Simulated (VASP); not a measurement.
# SnO2 in VASP: single point with PBE

Aim: the single point of SnO2 with PBE.

Program: VASP 6.6.1. These are calculated values, not measurements. Logs are shortened: lines on timing, memory, paths and dates and some standing lists are left out, and cuts for length are marked.

## (1) The cell of the first run

The cell holds a disordered packing, 24 atoms: a = 6.720 Å, b = 6.942 Å, c = 7.044 Å, α = 91.48°, β = 94.19°, γ = 89.14°.

## (2) Single point, PBE

INCAR

```
  ALGO = Normal
  EDIFF = 1E-6
  ENCUT = 520
  GGA = PE
  ISIF = 2
  ISMEAR = -1
  LASPH = True
  LCHARG = False
  LREAL = Auto
  LWAVE = False
  NBANDS = 122
  NELM = 100
  PREC = Accurate
  SIGMA = 0.1861
```

KPOINTS

```
k-points
0
Gamma
  3 3 3
```

POSCAR

```
SnO2
1.0
    6.7155290000      0.0495070000     -0.2513230000
    0.0495070000      6.9412360000     -0.0896220000
   -0.2513230000     -0.0896220000      7.0388050000
Sn O
8 16
Direct
    0.4816776727      0.5847411614      0.5527864396
    0.1751023035      0.3118182767      0.8270457547
    0.6776622180      0.1346065789      0.6971456963
    0.4483788462      0.7108642607      0.0396848768
    0.9970993143      0.9170099169      0.4056279698
    0.4794922483      0.1566551989      0.2327748782
    0.0152615653      0.3984210667      0.2914390722
    0.9001965270      0.7426199240      0.9072205919
    0.4826803926      0.9888735337      0.4811066011
    0.1639698691      0.4485092501      0.5108545025
    0.4077514415      0.6861719473      0.3115277139
    0.3674445889      0.9718687967      0.0241605877
    0.8294694298      0.8119598517      0.5801143213
    0.2828400173      0.9530136890      0.5731353751
    0.9686266436      0.6891792549      0.2416546097
    0.7486921128      0.2233016844      0.4143950172
    0.5706752764      0.7288260549      0.8166398267
    0.9815578867      0.1436653605      0.6912210619
    0.4812030231      0.3246528718      0.7579264512
    0.1092339670      0.1284943329      0.2122690290
    0.8567995450      0.9560376517      0.0597438106
    0.1949824811      0.6288393921      0.8701927698
    0.9171004999      0.4043520346      0.9831631601
    0.3747161521      0.4173762690      0.0645111784
```

Potentials or basis: VASP PAW PBE potentials, release 64 (Sn_d, O).

Run with:

```console
$ cat potpaw_PBE.64/Sn_d/POTCAR potpaw_PBE.64/O/POTCAR > POTCAR
$ mpirun -np 1 vasp_std > vasp.out
```

OUTCAR:

```text
EDIFF = 1E-6
   ENCUT = 520
   GGA = PE
   ISIF = 2
   ISMEAR = -1
   LASPH = True
   LREAL = Auto
   NELM = 100
   PREC = Accurate

 ion  position               nearest neighbor table
   1  0.482  0.585  0.553-  11 1.89  17 2.14  19 2.34  10 2.34  13 2.83   3 3.52   2 3.53   4 3.54
                             6 3.68   4 3.73   7 3.75
   2  0.175  0.312  0.827-  18 1.94  19 2.15  24 2.18  23 2.20  22 2.22  10 2.44   1 3.53   8 3.55
                             7 3.55   6 3.57   4 3.58   3 3.63   3 3.75
   3  0.678  0.135  0.697-  19 1.92  18 2.05   9 2.17  16 2.19  13 2.59   5 3.39   8 3.40   6 3.45
                             1 3.52   2 3.63   2 3.75
   4  0.448  0.711  0.040-  17 1.83  12 1.89  11 1.97  22 2.08  24 2.12   8 3.25   6 3.35   1 3.54
                             2 3.58   1 3.73   8 3.74
   5  0.997  0.917  0.406-  13 1.89  15 1.94  14 2.19  20 2.21  18 2.53  21 2.57  16 2.69   3 3.39
                             7 3.46   7 3.67   8 3.70
   6  0.479  0.157  0.233-  12 2.04   9 2.13  16 2.19  24 2.26  20 2.49   4 3.35   3 3.45   7 3.57
                             2 3.57   1 3.68
   7  0.015  0.398  0.291-  10 1.81  20 2.05  15 2.07  23 2.22  16 2.40   5 3.46   2 3.55   6 3.57
                             5 3.67   8 3.69   1 3.75
   8  0.900  0.743  0.907-  21 1.84  22 2.15  17 2.26  13 2.38  15 2.40  23 2.42   4 3.25   3 3.40
                             2 3.55   7 3.69   5 3.70   4 3.74
   9  0.483  0.989  0.481-  14 1.56   6 2.13   3 2.17
  10  0.164  0.449  0.511-   7 1.81   1 2.34   2 2.44
  11  0.408  0.686  0.312-   1 1.89   4 1.97
  12  0.367  0.972  0.024-   4 1.89   6 2.04
  13  0.829  0.812  0.580-   5 1.89   8 2.38   3 2.59   1 2.83
  14  0.283  0.953  0.573-   9 1.56   5 2.19
  15  0.969  0.689  0.242-   5 1.94   7 2.07   8 2.40
  16  0.749  0.223  0.414-   6 2.19   3 2.19   7 2.40   5 2.69
  17  0.571  0.729  0.817-   4 1.83   1 2.14   8 2.26
  18  0.982  0.144  0.691-   2 1.94   3 2.05   5 2.53
  19  0.481  0.325  0.758-   3 1.92   2 2.15   1 2.34
  20  0.109  0.128  0.212-   7 2.05   5 2.21   6 2.49
  21  0.857  0.956  0.060-   8 1.84   5 2.57
  22  0.195  0.629  0.870-   4 2.08   8 2.15   2 2.22
  23  0.917  0.404  0.983-   2 2.20   7 2.22   8 2.42
  24  0.375  0.417  0.065-   4 2.12   2 2.18   6 2.26

  LATTYP: Found a triclinic cell.
 ALAT       =     7.0438605311
 B/A-ratio  =     1.3306953021
 C/A-ratio  =     0.9855378392
 COS(alpha) =     0.0087097216
 COS(beta)  =     0.0258773506
 COS(gamma) =     0.6990630029

  Lattice vectors:

 A1 = (   0.2513230000,   0.0896220000,  -7.0388050000)
 A2 = (  -6.4642060000,   0.0401150000,  -6.7874820000)
 A3 = (   0.0495070000,   6.9412360000,  -0.0896220000)

Analysis of symmetry for initial positions (statically):
[... 164 lines left out ...]
   ISIF   =      2    stress and relaxation
   ISYM   =      2    0-nonsym 1-usesym 2-fastsym
   POTIM  = 0.5000    time-step for ionic-motion
   TEBEG  =    0.0;   TEEND  =   0.0 temperature during run
   PSTRESS=    0.0 pullay stress
   NELECT =     208.0000    total number of electrons
   NUPDOWN=      -1.0000    fix difference up-down
   EMIN   =  10.00;   EMAX   =-10.00  energy-range for DOS
   EFERMI =   0.00;   METHOD = LEGACY
   ISMEAR =    -1;   SIGMA  =   0.19  broadening in eV -4-tet -1-fermi 0-gaus
   EFERMI_NEDOS =   21; number of points for ismear=-14 and -15
   IALGO  =     38    algorithm
   IMIX   =      4    mixing-type and parameters
     AMIX     =   0.40;   BMIX     =  1.00
     AMIX_MAG =   1.60;   BMIX_MAG =  1.00
  volume/ion in A,a.u.               =      13.65        92.11
  Fermi-wavevector in a.u.,A,eV,Ry     =   1.407067  2.658970 26.937310  1.979836
  Thomas-Fermi vector in A             =   2.529363
   LORBIT       =      0    0 simple, 1 ext, 2 COOP (PROOUT), +10 PAW based schemes
   GGA     = PE    functional components
   LHFCALC =     F    Hartree Fock is set to
   AEXX    =    0.0000 exact exchange contribution
   IVDW    =     0    specifies the selected vdW correction
   LEPSILON=     F    determine dielectric tensor
   LRPA    =     F    only Hartree local field effects (RPA)
 non-spin polarized calculation
  energy-cutoff  :      520.00
  volume of cell :      327.60
 maximum number of plane-waves:      8841
 NGX is ok and might be reduce to    50
   NGX = 25   NGY = 25   NGZ = 27

 number of electron     208.0000019 magnetization

 Free energy of the ion-electron system (eV)
  ---------------------------------------------------
  ext. energy  EPLUGINS =         0.00000000
  ---------------------------------------------------
  free energy    TOTEN  =      -130.68325800 eV

  energy without entropy =     -130.32931497  energy(sigma->0) =     -130.50628649

 E-fermi :   6.3777     XC(G=0): -10.6018

 val. band max:        6.2727770717   @ k =   0.3333   0.3333   0.3333
 cond. band min:       6.6596959152   @ k =  -0.0000  -0.0000   0.3333
 fundamental gap:      0.3869188435
 Fermi energy:         6.3776603743

 k-point     1 :       0.0000    0.0000    0.0000
  band No.  band energies     occupation
      1     -16.4660      2.00000
      2     -16.3368      2.00000
      3     -16.2341      2.00000
      4     -16.0764      2.00000
      5     -16.0161      2.00000
      6     -16.0097      2.00000
[... 1655 lines left out ...]
    115      10.6112      0.00000
    116      10.9562      0.00000
 [bands above 116 left out]

------------------------ aborting loop because EDIFF is reached ----------------------------------------

  FORCE on cell =-STRESS in cart. coord.  units (eV):
  Direction    XX          YY          ZZ          XY          YZ          ZX
  --------------------------------------------------------------------------------------
  -------------------------------------------------------------------------------------
  Total        4.1277846     15.3742006     19.4642847     -3.8841128      9.1624655     -3.1710350
  in kB       20.1875568     75.1898600     95.1930363    -18.9958429     44.8104272    -15.5084276
  external PRESSURE =      63.5234844 kB  Pullay stress =       0.0000000 kB

 VOLUME and BASIS-vectors are now :
 -----------------------------------------------------------------------------
  energy-cutoff  :      520.00
  volume of cell :      327.60
      direct lattice vectors                 reciprocal lattice vectors
     6.715529000  0.049507000 -0.251323000     0.149114711 -0.000994951  0.005311525
     0.049507000  6.941236000 -0.089622000    -0.000994951  0.144096888  0.001799197
    -0.251323000 -0.089622000  7.038805000     0.005311525  0.001799197  0.142282128

 POSITION                                       TOTAL-FORCE (eV/Angst)
 -----------------------------------------------------------------------------------
      3.12474      4.03313      3.71749        -0.378915     -0.722526      1.805882
      0.98349      2.09895      5.74946         0.525307      2.136685      0.859138
      4.38232      0.90541      4.72470         1.780608     -1.776434     -0.046348
      3.03632      4.95292      0.10294        -2.891614     -2.997149      3.215171
      6.63950      6.37819      2.52236         2.679783      2.903629     -1.753102
      3.16930      1.09026      1.50391        -1.357563      0.951448     -1.198065
[... 16 lines left out ...]
      5.93174      2.76399      6.65357        -0.193028      0.673187      0.030809
      2.52087      2.90988      0.32250         0.120319     -3.042030      2.065396
 -----------------------------------------------------------------------------------
    total drift:                               -0.019444      0.020539      0.005982

  FREE ENERGIE OF THE ION-ELECTRON SYSTEM (eV)
  ---------------------------------------------------
  free  energy   TOTEN  =      -130.6832579964 eV

  energy  without entropy=     -130.3293149749  energy(sigma->0) =     -130.50628649
```

OSZICAR:

```text
N       E                     dE             d eps       ncg     rms          rms(c)
DAV:   1     0.388622851497E+04    0.38862E+04   -0.88119E+04  3706   0.261E+03
DAV:   2     0.837885927748E+03   -0.30483E+04   -0.29234E+04  3448   0.840E+02
DAV:   3    -0.406096063094E+02   -0.87850E+03   -0.82357E+03  3722   0.321E+02
DAV:   4    -0.153574009810E+03   -0.11296E+03   -0.10974E+03  4080   0.122E+02
DAV:   5    -0.157971894871E+03   -0.43979E+01   -0.43458E+01  4016   0.246E+01    0.315E+01
DAV:   6    -0.130333681397E+03    0.27638E+02   -0.10513E+02  5432   0.823E+01    0.115E+01
DAV:   7    -0.130971839817E+03   -0.63816E+00   -0.15979E+01  3880   0.141E+01    0.716E+00
DAV:   8    -0.130757630190E+03    0.21421E+00   -0.16996E+00  4576   0.753E+00    0.344E+00
DAV:   9    -0.130694050689E+03    0.63580E-01   -0.47091E-01  4456   0.433E+00    0.108E+00
DAV:  10    -0.130679197418E+03    0.14853E-01   -0.13582E-01  4640   0.233E+00    0.429E-01
DAV:  11    -0.130681219945E+03   -0.20225E-02   -0.36908E-02  4056   0.877E-01    0.274E-01
DAV:  12    -0.130682740757E+03   -0.15208E-02   -0.74565E-03  4568   0.446E-01    0.154E-01
DAV:  13    -0.130683193895E+03   -0.45314E-03   -0.16045E-03  4256   0.241E-01    0.553E-02
DAV:  14    -0.130683228561E+03   -0.34666E-04   -0.32504E-04  4256   0.113E-01    0.312E-02
DAV:  15    -0.130683248810E+03   -0.20248E-04   -0.56587E-05  4000   0.437E-02    0.164E-02
DAV:  16    -0.130683257296E+03   -0.84867E-05   -0.25988E-05  4160   0.243E-02    0.564E-03
DAV:  17    -0.130683257996E+03   -0.69999E-06   -0.50495E-06  3528   0.110E-02
   1 F= -.13068326E+03 E0= -.13050629E+03  d E =-.353943E+00
```

It took 35 min on 1 thread of Intel Xeon 8259CL, shared host; peak memory 0.58 GiB.

What came out:

```yaml
Free_energy: -130.6833 eV
Pressure: 6.4 GPa
Largest_force: 5.968 eV/Å
Band_gap_on_the_k_mesh: 0.39 eV (least direct gap 0.46 eV)
```

Forces in eV/Å, atoms in the order of the input:
```
Sn  -0.379 -0.723  1.806
Sn   0.525  2.137  0.859
Sn   1.781 -1.776 -0.046
Sn  -2.892 -2.997  3.215
Sn   2.680  2.904 -1.753
Sn  -1.358  0.951 -1.198
Sn  -2.882 -0.652 -4.700
Sn   2.052 -3.748 -1.760
O   -1.736  0.364  1.219
O    3.307  0.686  4.920
O    0.030  0.739 -1.542
O    0.366  3.264  0.118
O   -1.525 -0.927  2.865
O    0.859 -0.199 -0.479
O   -0.027 -2.350 -0.815
O   -0.246  0.545 -1.428
O    3.602 -0.157 -3.454
O   -0.085 -0.863 -0.181
O   -0.790  0.777 -0.992
O    1.179  0.560  2.206
O   -2.671  2.755  0.258
O   -1.720  1.080 -1.213
O   -0.193  0.673  0.031
O    0.120 -3.042  2.065
```

Levels at points of the mesh, in eV from the valence-band top:
```
           k point  band 101  band 102  band 103  band 104  band 105  band 106  band 107  band 108
(0.00, 0.00, 0.00)     -1.45     -1.33     -1.29     -1.08      0.68      0.83      1.19      1.73
```

Caveat: the atoms stand as in a frame of molecular dynamics; semilocal functionals underestimate gaps, and a narrow one can read as zero; spin-orbit coupling is left out, which moves the levels of the heavy elements.
